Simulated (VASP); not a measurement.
# GaP (F-43m) in VASP: notebook, part 2 of 2

VASP 6.6.1.

**3. Single point, PBEsol**

This run uses another cell than the first one, of 19.63 Å³/atom, 1.032 times its volume.

The input, INCAR:

```
SYSTEM = GaP
ALGO     = Normal         ! electronic algorithm
EDIFF    = 1E-6           ! SCF threshold, eV
ENCUT    = 520            ! plane-wave cutoff, eV
GGA      = PS             ! functional
ISIF     = 2              ! what is computed and relaxed
ISMEAR   = 0              ! smearing method
LASPH    = .TRUE.         ! aspherical terms in the spheres
LCHARG   = .TRUE.         ! write CHGCAR
LELF     = .TRUE.         ! ELF
LREAL    = .FALSE.        ! projectors in reciprocal space
LVHAR    = .TRUE.       
LWAVE    = .FALSE.        ! write WAVECAR
NBANDS   = 16             ! bands
NELM     = 60             ! most SCF steps
PREC     = Accurate       ! precision mode
SIGMA    = 0.01           ! smearing width, eV
```

The input, KPOINTS:

```
k-points
0
G
  6 6 6
  0 0 0
```

The input, POSCAR:

```
GaP
1.0
    0.0000000000      2.6977203400      2.6977203400
    2.6977203400      0.0000000000      2.6977203400
    2.6977203400      2.6977203400      0.0000000000
Ga P
1 1
Direct
    0.0000000000      0.0000000000      0.0000000000
    0.2500000000      0.2500000000      0.2500000000
```

Potentials or basis: VASP PAW PBE potentials, release 64 (Ga_d, P).

The run is started by

```console
$ cat potpaw_PBE.64/Ga_d/POTCAR potpaw_PBE.64/P/POTCAR > POTCAR
$ mpirun -np 1 vasp_std > vasp.out
```

OUTCAR:

```text
SYSTEM = GaP
   EDIFF = 1E-6
   ENCUT = 520
   GGA = PS
   ISIF = 2
   ISMEAR = 0
   LASPH = .TRUE.
   LREAL = .FALSE.
   NELM = 60
   PREC = Accurate

 ion  position               nearest neighbor table
   1  0.000  0.000  0.000-   2 2.34   2 2.34   2 2.34   2 2.34
   2  0.250  0.250  0.250-   1 2.34   1 2.34   1 2.34   1 2.34

  LATTYP: Found a face centered cubic cell.
 ALAT       =     5.3954406800

  Lattice vectors:

 A1 = (   0.0000000000,   2.6977203400,   2.6977203400)
 A2 = (   2.6977203400,   0.0000000000,   2.6977203400)
 A3 = (   2.6977203400,   2.6977203400,   0.0000000000)

Analysis of symmetry for initial positions (statically):
=====================================================================
 Subroutine PRICEL returns:
 Original cell was already a primitive cell.

 Routine SETGRP: Setting up the symmetry group for a
 face centered cubic supercell.

 Subroutine GETGRP returns: Found 24 space group operations
 (whereof 24 operations were pure point group operations)
 out of a pool of 48 trial point group operations.

The static configuration has the point symmetry T_d .

Analysis of symmetry for dynamics (positions and initial velocities):
=====================================================================
 Subroutine PRICEL returns:
 Original cell was already a primitive cell.

 Routine SETGRP: Setting up the symmetry group for a
 face centered cubic supercell.

 Subroutine GETGRP returns: Found 24 space group operations
 (whereof 24 operations were pure point group operations)
 out of a pool of 48 trial point group operations.

The dynamic configuration has the point symmetry T_d .

 Subroutine INISYM returns: Found 24 space group operations
 (whereof 24 operations are pure point group operations),
 and found     1 'primitive' translations

----------------------------------------------------------------------------------------

                                     Primitive cell
[... 100 lines left out ...]
   IMIX   =      4    mixing-type and parameters
     AMIX     =   0.40;   BMIX     =  1.00
     AMIX_MAG =   1.60;   BMIX_MAG =  1.00
  volume/ion in A,a.u.               =      19.63       132.49
  Fermi-wavevector in a.u.,A,eV,Ry     =   1.262289  2.385380 21.679157  1.593373
  Thomas-Fermi vector in A             =   2.395705
   LORBIT       =      0    0 simple, 1 ext, 2 COOP (PROOUT), +10 PAW based schemes
   GGA     = PS    functional components
   LHFCALC =     F    Hartree Fock is set to
   AEXX    =    0.0000 exact exchange contribution
   IVDW    =     0    specifies the selected vdW correction
   LEPSILON=     F    determine dielectric tensor
   LRPA    =     F    only Hartree local field effects (RPA)
 non-spin polarized calculation
 Gauss-broadening in eV      SIGMA  =   0.01
  energy-cutoff  :      520.00
  volume of cell :       39.27
 maximum number of plane-waves:      1067
   NGX = 15   NGY = 15   NGZ = 15

 number of electron      18.0000000 magnetization

 Free energy of the ion-electron system (eV)
  ---------------------------------------------------
  ext. energy  EPLUGINS =         0.00000000
  ---------------------------------------------------
  free energy    TOTEN  =        -9.90014364 eV

  energy without entropy =       -9.90014364  energy(sigma->0) =       -9.90014364

 E-fermi :   4.9976     XC(G=0): -10.1573

 val. band max:        4.8919543703   @ k =   0.0000   0.0000   0.0000
 cond. band min:       6.3390430819   @ k =   0.5000   0.5000   0.0000
 fundamental gap:      1.4470887116
 Fermi energy:         4.9976215616

 k-point     1 :       0.0000    0.0000    0.0000
  band No.  band energies     occupation
      1      -9.7128      2.00000
      2      -9.7128      2.00000
      3      -9.7128      2.00000
      4      -9.6026      2.00000
      5      -9.6026      2.00000
      6      -7.8684      2.00000
[... 281 lines left out ...]
      3      -9.6464      2.00000
      4      -9.6260      2.00000
      5      -9.5879      2.00000
      6      -4.6402      2.00000
[... 8 lines left out ...]
     15      16.9197      0.00000
     16      18.6914      0.00000

------------------------ aborting loop because EDIFF is reached ----------------------------------------

  FORCE on cell =-STRESS in cart. coord.  units (eV):
  Direction    XX          YY          ZZ          XY          YZ          ZX
  --------------------------------------------------------------------------------------
  -------------------------------------------------------------------------------------
  Total        0.5078417      0.5078417      0.5078417      0.0000000     -0.0000000     -0.0000000
  in kB       20.7213544     20.7213544     20.7213544      0.0000000     -0.0000000     -0.0000000
  external PRESSURE =      20.7213544 kB  Pullay stress =       0.0000000 kB

 VOLUME and BASIS-vectors are now :
 -----------------------------------------------------------------------------
  energy-cutoff  :      520.00
  volume of cell :       39.27
      direct lattice vectors                 reciprocal lattice vectors
     0.000000000  2.697720340  2.697720340    -0.185341673  0.185341673  0.185341673
     2.697720340  0.000000000  2.697720340     0.185341673 -0.185341673  0.185341673
     2.697720340  2.697720340  0.000000000     0.185341673  0.185341673 -0.185341673

 POSITION                                       TOTAL-FORCE (eV/Angst)
 -----------------------------------------------------------------------------------
      0.00000      0.00000      0.00000         0.000000      0.000000      0.000000
      1.34886      1.34886      1.34886        -0.000000     -0.000000     -0.000000
 -----------------------------------------------------------------------------------
    total drift:                                0.000000      0.000000      0.000000

  FREE ENERGIE OF THE ION-ELECTRON SYSTEM (eV)
  ---------------------------------------------------
  free  energy   TOTEN  =        -9.9001436432 eV

  energy  without entropy=       -9.9001436432  energy(sigma->0) =       -9.90014364
```

stdout:

```text
POSCAR found type information on POSCAR GaP
 POSCAR found :  2 types and       2 ions
 scaLAPACK will be used
 -----------------------------------------------------------------------------
|                                                                             |
|                                                                             |
|     You enforced a specific xc type in the INCAR file but a different       |
|     I HOPE YOU KNOW WHAT YOU ARE DOING!                                     |
|                                                                             |
 -----------------------------------------------------------------------------

 LDA part: xc-table for (Slater+PW92), standard interpolation
 POSCAR, INCAR and KPOINTS ok, starting setup
 FFT: planning ... GRIDC
 FFT: planning ... GRID_SOFT
 FFT: planning ... GRID
 WAVECAR not read
 entering main loop
```

Run time: 5.8 s. Hardware: 1 thread of Intel Xeon 6975P-C, shared host; peak memory 0.16 GiB.

What came out:

```yaml
Free_energy: -9.9001 eV
Pressure: 2.1 GPa
Band_gap_on_the_k_mesh: 1.45 eV, indirect (least direct gap 2.00 eV)
```

Levels at points of the mesh, in eV from the valence-band top:
```
           k point  band 7  band 8  band 9  band 10  band 11  band 12
(0.00, 0.00, 0.00)    0.00    0.00    0.00     2.00     3.81     3.81
(0.50, 0.00, 0.00)   -6.88   -1.18   -1.18     1.67     4.64     4.64
(0.50, 0.50, 0.00)   -6.96   -2.82   -2.82     1.45     1.68    10.78
```

Caveat: the PAW data sets were made with another functional, which shifts forces and pressure a little.

**4. Single point, PBEsol**

This run uses another cell than the first one, of 20.24 Å³/atom, 1.064 times its volume.

The input, INCAR:

```
ALGO = Normal
EDIFF = 1E-6
ENCUT = 520
GGA = PS
ISIF = 2
ISMEAR = 0
LASPH = T
LCHARG = T
LELF = T
LREAL = F
LVHAR = T
LWAVE = F
NBANDS = 16
NELM = 60
PREC = Accurate
SIGMA = 0.01
```

The input, KPOINTS:

```
k-points
0
Gamma
  6 6 6
```

The input, POSCAR:

```
GaP
1.0
    0.0000000000      2.7252500000      2.7252500000
    2.7252500000      0.0000000000      2.7252500000
    2.7252500000      2.7252500000      0.0000000000
Ga P
1 1
Direct
    0.0000000000      0.0000000000      0.0000000000
    0.2500000000      0.2500000000      0.2500000000
```

The run is started by

```console
$ cat potpaw_PBE.64/Ga_d/POTCAR potpaw_PBE.64/P/POTCAR > POTCAR
$ mpirun -np 1 vasp_std > vasp.out
```

It took 7.9 s on 1 thread of Intel Xeon 6975P-C, shared host; peak memory 0.17 GiB.

Results (log left out):

```
Free energy            : -9.9057 eV
Pressure               : -0.6 GPa
Band gap on the k mesh : 1.51 eV, indirect (least direct gap 1.75 eV)
```

Levels at points of the mesh, in eV from the valence-band top:
| k point | band 6 | band 7 | band 8 | band 9 | band 10 | band 11 | band 12 | band 13 |
| --- | --- | --- | --- | --- | --- | --- | --- | --- |
| (0.00, 0.00, 0.00) | -12.53 | 0.00 | 0.00 | 0.00 | 1.75 | 3.82 | 3.82 | 3.82 |
| (0.50, 0.00, 0.00) | -10.43 | -6.70 | -1.13 | -1.13 | 1.58 | 4.65 | 4.65 | 8.09 |
| (0.50, 0.50, 0.00) | -9.52 | -6.81 | -2.71 | -2.71 | 1.51 | 1.71 | 10.55 | 10.55 |

Caveat: the PAW data sets were made with another functional, which shifts forces and pressure a little.

**5. The runs side by side**

```csv
cell,gap on the mesh (eV),pressure (GPa)
"a = 3.775 Å, angles 60.0°, 2 atoms",1.38,5.2
"a = 3.815 Å, angles 60.0°, 2 atoms",1.45,2.1
"a = 3.854 Å, angles 60.0°, 2 atoms",1.51,-0.6
```

Alike in all rows: task single point; level PBEsol; potentials or basis VASP PAW PBE potentials, release 64 (Ga_d, P); no spin polarisation; k mesh 6 × 6 × 6; cutoff (eV) 520; smearing gaussian 0.01 eV.

Caveats: the PAW data sets were made with another functional, which shifts forces and pressure a little.

Total energies depend on the potentials used, so only differences within one code and one set of settings carry meaning.

**6. Against experiment**

Step 3. Against the measured gap of GaP, 2.34 eV (indirect; 10 K; quoted in “Stacking defects in GaP nanowires: Electronic structure and optical properties”, 2018, arxiv:1810.01194), the calculated 1.45 eV is off by -0.89 eV. Spin-orbit coupling on Ga is left out. The value is that of PBEsol on a finite k mesh, which can miss the band edges, without temperature or zero-point motion. Semilocal functionals fall short of measured gaps as a rule.

Step 4. Against the measured gap of GaP, 2.34 eV (indirect; 10 K; quoted in “Stacking defects in GaP nanowires: Electronic structure and optical properties”, 2018, arxiv:1810.01194), the calculated 1.51 eV is off by -0.83 eV. Spin-orbit coupling on Ga is left out. The value is that of PBEsol on a finite k mesh, which can miss the band edges, without temperature or zero-point motion. Semilocal functionals fall short of measured gaps as a rule.
